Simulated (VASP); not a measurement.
Runs of VASP 6.6.1 on P. The structure is that of space group Imma (No. 74), or close to it. The cells are those of the table. 

```tsv
cell	gap on the mesh (eV)	pressure (GPa)	largest force (eV/Å)
a = 3.566 Å, angles 122.5, 88.7, 119.0°, 2 atoms	none	-4.9	0.59
a = 3.547 Å, angles 124.0, 91.5, 114.4°, 2 atoms	none	-4.0	0.13
a = 3.637 Å, angles 119.9, 83.7, 127.7°, 2 atoms	none	(a)	1.03
a = 3.552 Å, angles 128.3, 99.1, 102.9°, 2 atoms	none	-2.8	0.89
```

Alike in all rows: task single point; level PBEsol+D3(BJ); potentials or basis VASP PAW PBE potentials, release 64 (P); no spin polarisation; k mesh 20 × 20 × 20; cutoff (eV) 520; smearing gaussian 0.15 eV.

Problem. Fill in the values left out.

Solution. (a) -5.1.

Caveats: the PAW data sets were made with another functional, which shifts forces and pressure a little; the cell stands under tension (at least some runs).

A gap of «none» marks levels without a gap at the run's occupations.
